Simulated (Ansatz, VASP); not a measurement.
**Re: VASP beside Ansatz**

```xyz
1
Lattice="0.0000 2.0829 1.7848 2.0829 0.0000 1.7848 2.0829 2.0829 0.0000" Properties=species:S:1:pos:R:3 pbc="T T T"
Re    0.0000    0.0000    0.0000
```

Alike in both runs: task single point; functional PBE; k mesh 10 × 10 × 10; occupations gaussian, width 0.15 eV; no spin polarisation.

|  | VASP | Ansatz |
| --- | --- | --- |
| version | VASP 6.6.1 | Ansatz 0.2.0 |
| potentials or method | VASP PAW PBE potentials, release 64 (Re), cutoff 520 eV | scalar-relativistic, plane waves, PAW |
| valence electrons in the cell | 7 | 15 |

VASP gave:

```
gap on the k mesh at the Fermi level (eV)                     : none
pressure (GPa)                                                : -9.5
traceless stress, the component that is largest in VASP (GPa) : 14.49
```

Question: Estimate Ansatz's values.

Answer: gap on the k mesh at the Fermi level (eV): none; pressure (GPa): -8.8; traceless stress, the component that is largest in VASP (GPa): 14.29.

A gap of «none» marks a metal or a gap that the smearing closes. VASP's potentials hold 7 valence electrons a cell and Ansatz's 15, so a difference there can come from the potentials and not from the codes.

Neither program's run includes spin-orbit coupling.
